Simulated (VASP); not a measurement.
# BP (I-4m2) in VASP: a series of runs, part 2 of 2

VASP 6.6.1.

## (5) Single point, r2SCAN

This run uses another cell than the first one, of the same volume but with other edges.

The input, POSCAR:

```
BP
1.0
    0.0000000000      2.1352107495      2.5622528994
    2.1352107495      0.0000000000      2.5622528994
    2.1352107495      2.1352107495      0.0000000000
B P
1 1
Direct
    0.0000000000      0.0000000000      0.0000000000
    0.7500000000      0.7500000000      0.7500000000
```

The input, INCAR.step1:

```
SYSTEM = BP
  PREC = Accurate
  ENCUT = 520
  ISMEAR = 0
  SIGMA = 0.05
  LREAL = .FALSE.
  LASPH = .TRUE.
  NELM = 100
  NBANDS = 11
  GGA = PE
  ALGO = Normal
  EDIFF = 1E-4
  LWAVE = .TRUE.
  LCHARG = .FALSE.
```

The input, INCAR.step2:

```
SYSTEM = BP
  PREC = Accurate
  ENCUT = 520
  EDIFF = 1E-6
  ISMEAR = 0
  SIGMA = 0.05
  LREAL = .FALSE.
  LASPH = .TRUE.
  NELM = 100
  ALGO = Normal
  ISIF = 2
  LWAVE = .FALSE.
  LCHARG = .TRUE.
  METAGGA = R2SCAN
  LMIXTAU = .TRUE.
  LELF = .TRUE.
  LVHAR = .TRUE.
  NBANDS = 11
  ISTART = 1
```

The input, KPOINTS:

```
Automatic mesh
0
G
  12 12 12
  0 0 0
```

Potentials or basis: VASP PAW PBE potentials, release 64 (B, P).

Run with:

```bash
$ cat potpaw_PBE.64/B/POTCAR potpaw_PBE.64/P/POTCAR > POTCAR
$ cp INCAR.step1 INCAR
$ mpirun -np 1 vasp_std > vasp.out
$ cp INCAR.step2 INCAR
$ mpirun -np 1 vasp_std > vasp.out
```

OUTCAR:

```text
SYSTEM = BP
   PREC = Accurate
   ENCUT = 520
   EDIFF = 1E-6
   ISMEAR = 0
   LREAL = .FALSE.
   LASPH = .TRUE.
   NELM = 100
   ISIF = 2
   METAGGA = R2SCAN
   ISTART = 1

 ion  position               nearest neighbor table
   1  0.000  0.000  0.000-   2 1.98   2 1.98   2 1.98   2 1.98
   2  0.750  0.750  0.750-   1 1.98   1 1.98   1 1.98   1 1.98

  LATTYP: Found a body centered tetragonal cell.
 ALAT       =     3.0196440005
 C/A-ratio  =     1.6970562748

  Lattice vectors:

 A1 = (  -2.1352107495,   0.0000000000,   2.5622528994)
 A2 = (   2.1352107495,   0.0000000000,   2.5622528994)
 A3 = (   0.0000000000,   2.1352107495,  -2.5622528994)

Analysis of symmetry for initial positions (statically):
=====================================================================
 Subroutine PRICEL returns:
 Original cell was already a primitive cell.

 Routine SETGRP: Setting up the symmetry group for a
 body centered tetragonal supercell.

 Subroutine GETGRP returns: Found  8 space group operations
 (whereof  8 operations were pure point group operations)
 out of a pool of 16 trial point group operations.

The static configuration has the point symmetry D_2d.

Analysis of symmetry for dynamics (positions and initial velocities):
=====================================================================
 Subroutine PRICEL returns:
 Original cell was already a primitive cell.

 Routine SETGRP: Setting up the symmetry group for a
 body centered tetragonal supercell.

 Subroutine GETGRP returns: Found  8 space group operations
 (whereof  8 operations were pure point group operations)
 out of a pool of 16 trial point group operations.

The dynamic configuration has the point symmetry D_2d.

 Subroutine INISYM returns: Found  8 space group operations
 (whereof  8 operations are pure point group operations),
 and found     1 'primitive' translations

----------------------------------------------------------------------------------------

                                     Primitive cell

  volume of cell :      23.3633
[... 118 lines left out ...]
   LEPSILON=     F    determine dielectric tensor
   LRPA    =     F    only Hartree local field effects (RPA)
 non-spin polarized calculation
 Gauss-broadening in eV      SIGMA  =   0.05
  energy-cutoff  :      520.00
  volume of cell :       23.36
 maximum number of plane-waves:       646
 NGX is ok and might be reduce to    28

 number of electron       8.0000000 magnetization

 Free energy of the ion-electron system (eV)
  ---------------------------------------------------
  ext. energy  EPLUGINS =         0.00000000
  ---------------------------------------------------
  free energy    TOTEN  =       -16.77235441 eV

  energy without entropy =      -16.77220843  energy(sigma->0) =      -16.77228142

 E-fermi :   8.2302     XC(G=0): -11.5298

 val. band max:        8.2147269286   @ k =   0.4167   0.0000   0.4167
 cond. band min:       8.2491146165   @ k =   0.0000   0.0000   0.0000
 fundamental gap:      0.0343876878
 Fermi energy:         8.2302214504

 k-point     1 :       0.0000    0.0000    0.0000
  band No.  band energies     occupation
      1      -8.8306      2.00000
      2       5.9109      2.00000
      3       8.2491      0.59308
      4       8.2491      0.59273
      5      10.9373      0.00000
      6      10.9373      0.00000
      7      11.9271      0.00000
      8      14.1840      0.00000
      9      17.9393      0.00000
     10      20.0422      0.00000
     11      20.6662      0.00000
[... 309 lines left out ...]
 k-point    24 :      -0.4167    0.1667    0.0000
  band No.  band energies     occupation
      1      -4.9304      2.00000
      2      -1.7177      2.00000
      3       2.1065      2.00000
      4       6.5035      2.00000
      5      11.8752      0.00000
      6      13.5268      0.00000
      7      14.6880      0.00000
      8      18.5595      0.00000
      9      20.8279      0.00000
     10      21.4085      0.00000
     11      24.2563      0.00000

 [... further k-points ...]

------------------------ aborting loop because EDIFF is reached ----------------------------------------

  FORCE on cell =-STRESS in cart. coord.  units (eV):
  Direction    XX          YY          ZZ          XY          YZ          ZX
  --------------------------------------------------------------------------------------
  -------------------------------------------------------------------------------------
  Total        3.0282948      3.0282948     -6.3580197      0.0000000      0.0000000     -0.0000000
  in kB      207.6707133    207.6707133   -436.0125308      0.0000000      0.0000000     -0.0000000
  external PRESSURE =      -6.8903681 kB  Pullay stress =       0.0000000 kB

 VOLUME and BASIS-vectors are now :
 -----------------------------------------------------------------------------
  energy-cutoff  :      520.00
  volume of cell :       23.36
      direct lattice vectors                 reciprocal lattice vectors
     0.000000000  2.135210750  2.562252899    -0.234168922  0.234168922  0.195140769
     2.135210750  0.000000000  2.562252899     0.234168922 -0.234168922  0.195140769
     2.135210750  2.135210750  0.000000000     0.234168922  0.234168922 -0.195140769

 POSITION                                       TOTAL-FORCE (eV/Angst)
 -----------------------------------------------------------------------------------
      0.00000      0.00000      0.00000        -0.000000     -0.000000      0.000000
      3.20282      3.20282      3.84338         0.000000      0.000000     -0.000000
 -----------------------------------------------------------------------------------
    total drift:                               -0.000002     -0.000002     -0.000045

  FREE ENERGIE OF THE ION-ELECTRON SYSTEM (eV)
  ---------------------------------------------------
  free  energy   TOTEN  =       -16.7723544129 eV

  energy  without entropy=      -16.7722084337  energy(sigma->0) =      -16.77228142
```

Wall time 76 s (1 thread of Intel Xeon 6975P-C (Granite Rapids), shared host); peak memory 0.17 GiB.

Results:

| Quantity | Value |
| --- | --- |
| Free energy | -16.7724 eV |
| Pressure | -0.7 GPa |
| Band gap on the k mesh | zero (bands 4 and 5 overlap by 0.03 eV) |

Stress tensor (GPa, compression positive):
```
 20.77   0.00   0.00
  0.00  20.77   0.00
  0.00   0.00 -43.60
```

Caveat: the stress differs along the axes, from -44 to 21 GPa; semilocal functionals underestimate gaps, and a narrow one can read as zero; the PAW data sets were made with another functional, which shifts forces and pressure a little.

## (6) Single point, r2SCAN

This run uses another cell than the first one, of the same volume but with other edges.

The input, POSCAR:

```
BP
1.0
    0.0000000000      2.4649207550      1.9226381889
    2.4649207550      0.0000000000      1.9226381889
    2.4649207550      2.4649207550      0.0000000000
B P
1 1
Direct
    0.0000000000      0.0000000000      0.0000000000
    0.7500000000      0.7500000000      0.7500000000
```

The input, INCAR.step1:

```
PREC = Accurate ; ENCUT = 520
ISMEAR = 0 ; SIGMA = 0.05
LREAL = False ; LASPH = True
NELM = 80 ; NBANDS = 11
GGA = PE ; ALGO = Normal
EDIFF = 1E-4 ; LWAVE = True
LCHARG = False
```

The input, INCAR.step2:

```
PREC = Accurate ; ENCUT = 520
EDIFF = 1E-6 ; ISMEAR = 0
SIGMA = 0.05 ; LREAL = False
LASPH = True ; NELM = 80
ALGO = Normal ; ISIF = 2
LWAVE = False ; LCHARG = False
METAGGA = R2SCAN ; LMIXTAU = True
NBANDS = 11 ; ISTART = 1
```

The input, KPOINTS:

```
regular mesh
0
Gamma
  12 12 12
```

Potentials or basis: VASP PAW PBE potentials, release 64 (B, P).

Run with:

```bash
$ cat potpaw_PBE.64/B/POTCAR potpaw_PBE.64/P/POTCAR > POTCAR
$ cp INCAR.step1 INCAR
$ mpirun -np 1 vasp_std > vasp.out
$ cp INCAR.step2 INCAR
$ mpirun -np 1 vasp_std > vasp.out
```

It took 50 s on 1 thread of Intel Xeon 6975P-C (Granite Rapids), shared host; peak memory 0.17 GiB.

Results (log left out):

* Free energy: -16.6639 eV
* Pressure: -2.4 GPa
* Band gap on the k mesh: zero (bands 4 and 5 overlap by 2.13 eV)

Stress tensor (GPa, compression positive):
```
-17.23   0.00   0.00
  0.00 -17.23   0.00
  0.00   0.00  27.25
```

Levels at points of the mesh, in eV from the Fermi level:
```
           k point  band 2  band 3  band 4  band 5  band 6  band 7
(0.00, 0.00, 0.00)   -0.75   -0.75    1.30    2.88    4.50    4.50
(0.50, 0.00, 0.00)   -9.51   -3.28   -0.80    2.01    3.78    7.98
(0.50, 0.50, 0.00)   -7.51   -5.98   -5.98   -0.29   -0.22   12.66
(0.50, 0.00, 0.50)   -9.93   -3.41   -3.01    2.85    3.30    9.54
```

Caveat: the stress differs along the axes, from -17 to 27 GPa; the PAW data sets were made with another functional, which shifts forces and pressure a little.

## (7) The runs side by side

```tsv
cell	gap on the mesh (eV)	pressure (GPa)
a = 3.119, b = 3.119, c = 3.602 Å, angles 54.7, 54.7, 70.5°, 2 atoms	none	-4.7
a = 3.501, b = 3.501, c = 2.859 Å, angles 65.9, 65.9, 48.2°, 2 atoms	none	-1.9
a = 3.144, b = 3.144, c = 3.387 Å, angles 57.4, 57.4, 65.2°, 2 atoms	none	-1.2
a = 3.335, b = 3.335, c = 3.020 Å, angles 63.1, 63.1, 53.8°, 2 atoms	none	-0.7
a = 3.126, b = 3.126, c = 3.486 Å, angles 56.1, 56.1, 67.8°, 2 atoms	none	-2.4
```

Alike in all rows: task single point; level r2SCAN; potentials or basis VASP PAW PBE potentials, release 64 (B, P); no spin polarisation; k mesh 12 × 12 × 12; cutoff (eV) 520; smearing gaussian 0.05 eV.

Caveats: the PAW data sets were made with another functional, which shifts forces and pressure a little; the stress differs along the axes, from -21 to 27 GPa (at least some runs); the stress differs along the axes, from -70 to 32 GPa (at least some runs); the stress differs along the axes, from -13 to 22 GPa (at least some runs); the stress differs along the axes, from -44 to 21 GPa (at least some runs); semilocal functionals underestimate gaps, and a narrow one can read as zero (at least some runs); the stress differs along the axes, from -17 to 27 GPa (at least some runs).

Absolute energies hang on the potentials; compare differences alone.

The gap in the log of VASP goes by the Fermi energy; the results here count the filled bands.